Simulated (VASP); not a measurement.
Here is a VASP 6.6.1 calculation.

The input POSCAR:

```
MoS2
1.0
    3.2274650000      0.0000000000      0.0000000000
   -1.6137320000      2.7950660000      0.0000000000
    0.0000000000      0.0000000000      6.3124730000
Mo S
1 2
Direct
    0.0000000000      0.0000000000      0.5000000000
    0.3333333333      0.6666666667      0.2553190000
    0.6666666667      0.3333333333      0.7446810000
```

The input INCAR.step1:

```
SYSTEM = MoS2
  PREC = Accurate
  ENCUT = 520
  ISMEAR = 1
  SIGMA = 0.1
  LREAL = .False.
  LASPH = .True.
  NELM = 80
  NBANDS = 20
  GGA = PE
  ALGO = Normal
  EDIFF = 1E-4
  LWAVE = .True.
  LCHARG = .False.
```

The input INCAR.step2:

```
SYSTEM = MoS2
  PREC = Accurate
  ENCUT = 520
  EDIFF = 1E-7
  ISMEAR = 1
  SIGMA = 0.1
  LREAL = .False.
  LASPH = .True.
  NELM = 80
  ALGO = Normal
  ISIF = 2
  LWAVE = .False.
  LCHARG = .False.
  METAGGA = R2SCAN
  LMIXTAU = .True.
  NBANDS = 20
  ISTART = 1
```

The input KPOINTS:

```
Automatic mesh
0
Gamma
  11 11 5
  0 0 0
```

Potentials or basis: VASP PAW PBE potentials, release 64 (Mo_sv, S).

Launch:

```sh
$ cat potpaw_PBE.64/Mo_sv/POTCAR potpaw_PBE.64/S/POTCAR > POTCAR
$ cp INCAR.step1 INCAR
$ mpirun -np 1 vasp_std > vasp.out
$ cp INCAR.step2 INCAR
$ mpirun -np 1 vasp_std > vasp.out
```

(1) What does it give for the band gap on the k mesh?

(2) What does it give for the largest force?

## Answers

(1) zero (bands 13 and 14 overlap by 0.84 eV).

(2) 0.052 eV/Å.

Caveat: the PAW data sets were made with another functional, which shifts forces and pressure a little.
